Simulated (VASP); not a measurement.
# CuO (C2/c) in VASP: a series of runs

Runs on CuO. Level: PBEsol+U. Tasks: single point.

Everything below comes from runs of VASP 6.6.1. Logs are shortened: lines on timing, memory, paths and dates and some standing lists are left out, and cuts for length are marked.

## (1) The cell of the first run

The structure is monoclinic, space group C2/c (No. 15). The conventional cell has a = 4.684 Å, b = 3.423 Å, c = 5.129 Å, α = 90.00°, β = 99.54°, γ = 90.00°. Within 2.6 Å of Cu (site symmetry -1) lie 4 O at 1.95 to 1.96 Å. Within 2.6 Å of Cu (site symmetry -1) lie 4 O at 1.95 to 1.96 Å. Within 3.0 Å of O (site symmetry 2) lie 6 Cu at 1.95 to 2.78 Å and 6 O at 2.62 to 2.90 Å.

## (2) Single point, PBEsol+U, collinear spin, antiferromagnetic start

INCAR

```
PREC     = Accurate       # precision mode
ENCUT    = 520            # plane-wave cutoff, eV
EDIFF    = 1E-7           # SCF threshold, eV
ISMEAR   = 0              # smearing method
SIGMA    = 0.05           # smearing width, eV
LREAL    = False          # projectors in reciprocal space
LASPH    = True           # aspherical terms in the spheres
NELM     = 150            # most SCF steps
ALGO     = Normal         # electronic algorithm
ISIF     = 2              # what is computed and relaxed
LWAVE    = False          # write WAVECAR
LCHARG   = False          # write CHGCAR
ISPIN    = 2              # spin polarisation
MAGMOM   = 0.66 0.66 -0.66 -0.66 0.16 0.18 -0.16 -0.18 # initial moments
LORBIT   = 11             # projections on sites
LMAXMIX  = 4              # l up to which the mixer works
LDAU     = True           # DFT+U
LDAUTYPE = 2            
LDAUL    = 2 -1           # shell
LDAUU    = 7 0            # U, eV
LDAUJ    = 0 0          
LDAUPRINT= 1            
GGA      = PS             # functional
NBANDS   = 48             # bands
```

KPOINTS

```
regular mesh
0
Gamma
  7 4 4
```

POSCAR

```
CuO
1.0
    2.3418496200     -1.7112997200      0.0000000000
    4.6836992400      3.4225994400      0.0000000000
   -0.8500298600      0.0000000000      5.0578691900
Cu O
4 4
Direct
    0.0000000000      0.2500000000      0.0000000000
    0.5000000000      0.0000000000      0.5000000000
    0.0000000000      0.7500000000      0.0000000000
    0.5000000000      0.5000000000      0.5000000000
    0.5816000000      0.2092000000      0.2500000000
    0.4184000000      0.2908000000      0.7500000000
    0.5816000000      0.7092000000      0.2500000000
    0.4184000000      0.7908000000      0.7500000000
```

Potentials or basis: VASP PAW PBE potentials, release 64 (Cu, O).

The run is started by

```sh
> cat potpaw_PBE.64/Cu/POTCAR potpaw_PBE.64/O/POTCAR > POTCAR
> mpirun -np 1 vasp_std > vasp.out
```

OUTCAR:

```text
PREC = Accurate
   ENCUT = 520
   EDIFF = 1E-7
   ISMEAR = 0
   LREAL = False
   LASPH = True
   NELM = 150
   ISIF = 2
   ISPIN = 2
   LORBIT = 11
   GGA = PS

 ion  position               nearest neighbor table
   1  0.000  0.250  0.000-   5 1.95   6 1.95   6 1.96   5 1.96
   2  0.500  0.000  0.500-   6 1.95   7 1.95   5 1.96   8 1.96
   3  0.000  0.750  0.000-   7 1.95   8 1.95   8 1.96   7 1.96
   4  0.500  0.500  0.500-   5 1.95   8 1.95   7 1.96   6 1.96
   5  0.582  0.209  0.250-   4 1.95   1 1.95   1 1.96   2 1.96
   6  0.418  0.291  0.750-   2 1.95   1 1.95   1 1.96   4 1.96
   7  0.582  0.709  0.250-   2 1.95   3 1.95   3 1.96   4 1.96
   8  0.418  0.791  0.750-   4 1.95   3 1.95   3 1.96   2 1.96

  LATTYP: Found a triclinic cell.
 ALAT       =     5.1288002014
 B/A-ratio  =     2.2153495271
 C/A-ratio  =     2.4726056341
 COS(alpha) =     0.0151394239
 COS(beta)  =     0.4962497009
 COS(gamma) =     0.8686319583

  Lattice vectors:

 A1 = (  -0.8500298600,   0.0000000000,   5.0578691900)
 A2 = (   0.6417899000,   5.1338991600,  10.1157383800)
 A3 = (  -7.8755787200,  -8.5564986000,   5.0578691900)

Analysis of symmetry for initial positions (statically):
=====================================================================
 Subroutine PRICEL returns following result:

  LATTYP: Found a base centered monoclinic cell.
 ALAT       =     4.6836992400
 B/A-ratio  =     0.7307470580
 C/A-ratio  =     1.0950319264
 COS(beta)  =    -0.1657365907
[... 12 lines left out ...]
 Subroutine GETGRP returns: Found  2 space group operations
 (whereof  2 operations were pure point group operations)
 out of a pool of  2 trial point group operations.

The static configuration has the point symmetry S_2 .

Analysis of symmetry for dynamics (positions and initial velocities):
=====================================================================
 Subroutine PRICEL returns following result:

  LATTYP: Found a base centered monoclinic cell.
 ALAT       =     4.6836992400
 B/A-ratio  =     0.7307470580
 C/A-ratio  =     1.0950319264
 COS(beta)  =    -0.1657365907
[... 12 lines left out ...]
 Subroutine GETGRP returns: Found  2 space group operations
 (whereof  2 operations were pure point group operations)
 out of a pool of  2 trial point group operations.

The dynamic configuration has the point symmetry S_2 .

Analysis of structural, dynamic, and magnetic symmetry:
=====================================================================
 Subroutine PRICEL returns following result:

  LATTYP: Found a base centered monoclinic cell.
 ALAT       =     4.6836992400
 B/A-ratio  =     0.7307470580
 C/A-ratio  =     1.0950319264
 COS(beta)  =    -0.1657365907
[... 12 lines left out ...]
 Subroutine GETGRP returns: Found  1 space group operations
 (whereof  1 operations were pure point group operations)
 out of a pool of  2 trial point group operations.

The overall configuration has the point symmetry C_1 .

 Subroutine INISYM returns: Found  1 space group operations
 (whereof  1 operations are pure point group operations),
 and found     2 'primitive' translations

----------------------------------------------------------------------------------------

                                     Primitive cell

  volume of cell :      40.5399

  direct lattice vectors                    reciprocal lattice vectors
     2.341849620 -1.711299720  0.000000000     0.213506451 -0.292175587  0.035882078
[... 98 lines left out ...]
   POTIM  = 0.5000    time-step for ionic-motion
   TEBEG  =    0.0;   TEEND  =   0.0 temperature during run
   PSTRESS=    0.0 pullay stress
   NELECT =      68.0000    total number of electrons
   NUPDOWN=      -1.0000    fix difference up-down
   EMIN   =  10.00;   EMAX   =-10.00  energy-range for DOS
   EFERMI =   0.00;   METHOD = LEGACY
   ISMEAR =     0;   SIGMA  =   0.05  broadening in eV -4-tet -1-fermi 0-gaus
   EFERMI_NEDOS =   21; number of points for ismear=-14 and -15
   IALGO  =     38    algorithm
   IMIX   =      4    mixing-type and parameters
     AMIX     =   0.40;   BMIX     =  1.00
     AMIX_MAG =   1.60;   BMIX_MAG =  1.00
  volume/ion in A,a.u.               =      10.13        68.39
  Fermi-wavevector in a.u.,A,eV,Ry     =   1.543856  2.917466 32.429387  2.383493
  Thomas-Fermi vector in A             =   2.649460
   LORBIT       =     11    0 simple, 1 ext, 2 COOP (PROOUT), +10 PAW based schemes
 LDA+U is selected, type is set to LDAUTYPE =  2
   angular momentum for each species LDAUL =     2   -1
   U (eV)           for each species LDAUU =   7.0  0.0
   J (eV)           for each species LDAUJ =   0.0  0.0
   GGA     = PS    functional components
   LHFCALC =     F    Hartree Fock is set to
   AEXX    =    0.0000 exact exchange contribution
   IVDW    =     0    specifies the selected vdW correction
   LEPSILON=     F    determine dielectric tensor
   LRPA    =     F    only Hartree local field effects (RPA)
 spin polarized calculation
 Gauss-broadening in eV      SIGMA  =   0.05
  energy-cutoff  :      520.00
  volume of cell :       81.08
 maximum number of plane-waves:      2211
 NGX is ok and might be reduce to    24
   NGX = 11   NGY = 21   NGZ = 19

 number of electron      68.0000002 magnetization       0.0000011

atom =   1  type =  1  l = 2

 onsite density matrix

spin component  1
[... 116 lines left out ...]
  o =  0.3546  v = -0.1008 -0.5596 -0.0097 -0.7812  0.2574  0.0000  0.0000  0.0000  0.0000  0.0000      0.0000  0.0000  0.0000  0.0000  0.0000  0.0000  0.0000  0.0000  0.0000  0.0000
  o =  0.9641  v =  0.8541  0.1245  0.4656 -0.1897  0.0467  0.0000  0.0000  0.0000  0.0000  0.0000      0.0000  0.0000  0.0000  0.0000  0.0000  0.0000  0.0000  0.0000  0.0000  0.0000
  o =  0.9682  v =  0.0000  0.0000  0.0000  0.0000  0.0000  0.8512  0.0978  0.4863 -0.1709  0.0142      0.0000  0.0000  0.0000  0.0000  0.0000  0.0000  0.0000  0.0000  0.0000  0.0000
  o =  0.9752  v =  0.0041  0.4956 -0.3037 -0.5495 -0.6001  0.0000  0.0000  0.0000  0.0000  0.0000      0.0000  0.0000  0.0000  0.0000  0.0000  0.0000  0.0000  0.0000  0.0000  0.0000
  o =  0.9759  v = -0.1139  0.6247 -0.1088 -0.1871  0.7416  0.0000  0.0000  0.0000  0.0000  0.0000      0.0000  0.0000  0.0000  0.0000  0.0000  0.0000  0.0000  0.0000  0.0000  0.0000
  o =  0.9768  v =  0.0000  0.0000  0.0000  0.0000  0.0000 -0.0158 -0.4559  0.2906  0.5409  0.6441      0.0000  0.0000  0.0000  0.0000  0.0000  0.0000  0.0000  0.0000  0.0000  0.0000
  o =  0.9777  v =  0.0000  0.0000  0.0000  0.0000  0.0000  0.0803 -0.6675  0.0926  0.2232 -0.6997      0.0000  0.0000  0.0000  0.0000  0.0000  0.0000  0.0000  0.0000  0.0000  0.0000
  o =  0.9825  v =  0.4974 -0.1882 -0.8240  0.1292  0.1467  0.0000  0.0000  0.0000  0.0000  0.0000      0.0000  0.0000  0.0000  0.0000  0.0000  0.0000  0.0000  0.0000  0.0000  0.0000
  o =  0.9836  v =  0.0000  0.0000  0.0000  0.0000  0.0000 -0.5096  0.1757  0.8188 -0.1207 -0.1562      0.0000  0.0000  0.0000  0.0000  0.0000  0.0000  0.0000  0.0000  0.0000  0.0000
  o =  1.0330  v =  0.0000  0.0000  0.0000  0.0000  0.0000 -0.0952 -0.5533 -0.0052 -0.7835  0.2663      0.0000  0.0000  0.0000  0.0000  0.0000  0.0000  0.0000  0.0000  0.0000  0.0000

 number of electron      68.0000002 magnetization      -0.0000008

 Free energy of the ion-electron system (eV)
  ---------------------------------------------------
  ext. energy  EPLUGINS =         0.00000000
  ---------------------------------------------------
  free energy    TOTEN  =       -35.25024510 eV

  energy without entropy =      -35.25024510  energy(sigma->0) =      -35.25024510

 E-fermi :   4.8246     XC(G=0): -12.1160

 val. band max:        4.5394281255   @ k =   0.4286   0.0000  -0.0000
 cond. band min:       5.9248359699   @ k =   0.0000   0.5000   0.5000
 fundamental gap:      1.3854078444
 Fermi energy:         4.8246172713

 spin component 1

 k-point     1 :       0.0000    0.0000    0.0000
  band No.  band energies     occupation
      1     -14.0697      1.00000
      2     -13.2099      1.00000
      3     -12.6669      1.00000
      4     -12.3898      1.00000
      5      -3.3381      1.00000
      6      -2.9243      1.00000
[... 2345 lines left out ...]
     45      17.2013      0.00000
     46      18.7208      0.00000

 [... further k-points ...]

 [bands above 46 left out]

------------------------ aborting loop because EDIFF is reached ----------------------------------------

  FORCE on cell =-STRESS in cart. coord.  units (eV):
  Direction    XX          YY          ZZ          XY          YZ          ZX
  --------------------------------------------------------------------------------------
  -------------------------------------------------------------------------------------
  Total       -3.4842543     -2.3718627     -3.6687864      0.0632984     -0.0332468      0.6415800
  in kB      -68.8506039    -46.8691920    -72.4970506      1.2508082     -0.6569725     12.6779403
  external PRESSURE =     -62.7389488 kB  Pullay stress =       0.0000000 kB

 VOLUME and BASIS-vectors are now :
 -----------------------------------------------------------------------------
  energy-cutoff  :      520.00
  volume of cell :       81.08
      direct lattice vectors                 reciprocal lattice vectors
     2.341849620 -1.711299720  0.000000000     0.213506451 -0.292175587  0.035882078
     4.683699240  3.422599440  0.000000000     0.106753225  0.146087793  0.017941039
    -0.850029860  0.000000000  5.057869190     0.000000000  0.000000000  0.197711717

 POSITION                                       TOTAL-FORCE (eV/Angst)
 -----------------------------------------------------------------------------------
      1.17092      0.85565      0.00000         0.010126     -0.127610      0.023253
      0.74591     -0.85565      2.52893        -0.076916     -0.100230     -0.025331
      3.51277      2.56695      0.00000         0.010126     -0.127610      0.023253
      3.08776      0.85565      2.52893        -0.076916     -0.100230     -0.025331
      2.12934     -0.27928      1.26447         0.025044      0.213936      0.050673
      1.70433      0.27928      3.79340         0.041745      0.013904     -0.048595
      4.47119      1.43202      1.26447         0.025044      0.213936      0.050673
      4.04618      1.99058      3.79340         0.041745      0.013904     -0.048595
 -----------------------------------------------------------------------------------
    total drift:                               -0.000061     -0.000001      0.000023

  FREE ENERGIE OF THE ION-ELECTRON SYSTEM (eV)
  ---------------------------------------------------
  free  energy   TOTEN  =       -35.2502451032 eV

  energy  without entropy=      -35.2502451032  energy(sigma->0) =      -35.25024510

 total charge

# of ion       s       p       d       tot
------------------------------------------
    1        0.379   0.398   9.171   9.948
    2        0.379   0.398   9.169   9.946
    3        0.379   0.398   9.171   9.948
    4        0.379   0.398   9.169   9.946
    5        1.550   3.427   0.000   4.977
    6        1.552   3.422   0.000   4.974
    7        1.550   3.427   0.000   4.977
    8        1.552   3.422   0.000   4.974
--------------------------------------------------
tot          7.721  15.289  36.680  59.690

 magnetization (x)

# of ion       s       p       d       tot
------------------------------------------
    1       -0.004  -0.001   0.687   0.682
    2       -0.001  -0.001   0.687   0.685
    3        0.004   0.001  -0.687  -0.682
    4        0.001   0.001  -0.687  -0.685
    5        0.010   0.110   0.000   0.119
    6        0.008   0.122   0.000   0.130
    7       -0.010  -0.110   0.000  -0.119
    8       -0.008  -0.122   0.000  -0.130
--------------------------------------------------
tot          0.000   0.000   0.000   0.000
```

Wall time 5 min (1 thread of Intel Xeon 6975P-C (Granite Rapids), shared host); peak memory 0.44 GiB.

What came out:

- Free energy: -35.2502 eV
- Pressure: -6.3 GPa
- Largest force: 0.221 eV/Å
- Band gap on the k mesh: 1.39 eV
- Net moment: 0.00 μB per cell
- Site moments: Cu +0.68, +0.69, -0.68, -0.69; O +0.12, +0.13, -0.12, -0.13 μB
- Valence electrons inside the program's atomic spheres: Cu 9.95; O 4.98, 4.97 (each value once)

Forces in eV/Å, atoms in the order of the input:
```
Cu   0.010 -0.128  0.023
Cu  -0.077 -0.100 -0.025
Cu   0.010 -0.128  0.023
Cu  -0.077 -0.100 -0.025
O    0.025  0.214  0.051
O    0.042  0.014 -0.049
O    0.025  0.214  0.051
O    0.042  0.014 -0.049
```

Eigenvalues of the final occupation matrices:
```
    site  spin  trace               eigenvalues
site 1 d     1   4.94  0.97 0.98 0.98 0.98 1.03
site 1 d     2   4.25  0.36 0.96 0.98 0.98 0.98
site 2 d     1   4.94  0.97 0.98 0.98 0.98 1.03
site 2 d     2   4.25  0.35 0.96 0.98 0.98 0.98
site 3 d     1   4.25  0.36 0.96 0.98 0.98 0.98
site 3 d     2   4.94  0.97 0.98 0.98 0.98 1.03
site 4 d     1   4.25  0.35 0.96 0.98 0.98 0.98
site 4 d     2   4.94  0.97 0.98 0.98 0.98 1.03
```

Caveat: the cell stands under tension; the PAW data sets were made with another functional, which shifts forces and pressure a little; an odd mesh through Γ misses points on the zone boundary, where band edges can lie.

## (3) Single point, PBEsol+U, collinear spin

INCAR

```
SYSTEM = CuO
ALGO = Normal
EDIFF = 1E-6
ENCUT = 520
GGA = PS
ISIF = 2
ISMEAR = 0
ISPIN = 2
LASPH = .True.
LCHARG = .False.
LDAU = .True.
LDAUJ = 0 0
LDAUL = 2 -1
LDAUPRINT = 1
LDAUTYPE = 2
LDAUU = 7 0
LMAXMIX = 4
LORBIT = 11
LREAL = .False.
LWAVE = .False.
MAGMOM = 1 1 -1 -1 0 0 0 0
NBANDS = 48
NELM = 150
PREC = Accurate
SIGMA = 0.05
```

KPOINTS

```
k-points
0
Gamma
  7 4 4
  0 0 0
```

POSCAR is that of step 2.

Potentials or basis: VASP PAW PBE potentials, release 64 (Cu, O).

The run is started by

```sh
> cat potpaw_PBE.64/Cu/POTCAR potpaw_PBE.64/O/POTCAR > POTCAR
> mpirun -np 1 vasp_std > vasp.out
```

Wall time 9.9 min (1 thread of Intel Xeon Platinum 8488C (Sapphire Rapids), shared host); peak memory 0.44 GiB.

Results (log left out):

```yaml
Free_energy: -35.2502 eV
Pressure: -6.2 GPa
Largest_force: 0.221 eV/Å
Band_gap_on_the_k_mesh: 1.39 eV
Net_moment: 0.00 μB per cell
Site_moments: Cu +0.68, +0.69, -0.68, -0.69; O +0.12, +0.13, -0.12, -0.13 μB
Valence_electrons_inside_the_program's_atomic_spheres: Cu 9.95; O 4.98, 4.97 (each value once)
```

Forces on the atoms (eV/Å):
```
Cu   0.010 -0.128  0.023
Cu  -0.077 -0.100 -0.025
Cu   0.010 -0.128  0.023
Cu  -0.077 -0.100 -0.025
O    0.025  0.214  0.051
O    0.042  0.014 -0.049
O    0.025  0.214  0.051
O    0.042  0.014 -0.049
```

Stress tensor (GPa, compression positive):
```
-6.83  0.12  1.27
 0.12 -4.62 -0.07
 1.27 -0.07 -7.19
```

Levels at points of the mesh, in eV from the valence-band top:
Spin up:
| k point | band 32 | band 33 | band 34 | band 35 | band 36 | band 37 |
| --- | --- | --- | --- | --- | --- | --- |
| (0.00, 0.00, 0.00) | -1.21 | -0.20 | -0.03 | 2.24 | 2.37 | 2.80 |
| (0.00, 0.50, 0.00) | -1.32 | -0.48 | -0.04 | 2.12 | 2.73 | 4.49 |
| (0.00, 0.00, 0.50) | -1.17 | -0.58 | -0.04 | 2.23 | 2.69 | 4.68 |
| (0.00, 0.50, 0.50) | -1.51 | -1.28 | -0.10 | 1.39 | 2.63 | 5.67 |
Spin down:
| k point | band 30 | band 31 | band 32 | band 33 | band 34 | band 35 | band 36 | band 37 | band 38 | band 39 |
| --- | --- | --- | --- | --- | --- | --- | --- | --- | --- | --- |
| (0.00, 0.00, 0.00) | -1.74 | -1.29 | -1.21 | -0.20 | -0.03 | 2.24 | 2.37 | 2.80 | 5.77 | 7.01 |
| (0.00, 0.50, 0.00) | -1.68 | -1.59 | -1.32 | -0.48 | -0.04 | 2.12 | 2.73 | 4.49 | 4.58 | 7.50 |
| (0.00, 0.00, 0.50) | -1.79 | -1.21 | -1.17 | -0.58 | -0.04 | 2.23 | 2.69 | 4.68 | 4.69 | 6.17 |
| (0.00, 0.50, 0.50) | -1.78 | -1.62 | -1.51 | -1.28 | -0.10 | 1.39 | 2.63 | 5.67 | 5.86 | 6.22 |

Eigenvalues of the final occupation matrices:
| site | spin | trace | eigenvalues |
| --- | --- | --- | --- |
| site 1 d | 1 | 4.94 | 0.97 0.98 0.98 0.98 1.03 |
| site 1 d | 2 | 4.25 | 0.36 0.96 0.98 0.98 0.98 |
| site 2 d | 1 | 4.94 | 0.97 0.98 0.98 0.98 1.03 |
| site 2 d | 2 | 4.25 | 0.35 0.96 0.98 0.98 0.98 |
| site 3 d | 1 | 4.25 | 0.36 0.96 0.98 0.98 0.98 |
| site 3 d | 2 | 4.94 | 0.97 0.98 0.98 0.98 1.03 |
| site 4 d | 1 | 4.25 | 0.35 0.96 0.98 0.98 0.98 |
| site 4 d | 2 | 4.94 | 0.97 0.98 0.98 0.98 1.03 |

Caveat: the cell stands under tension; the PAW data sets were made with another functional, which shifts forces and pressure a little; an odd mesh through Γ misses points on the zone boundary, where band edges can lie.

(Continued in part 2 of 2.)
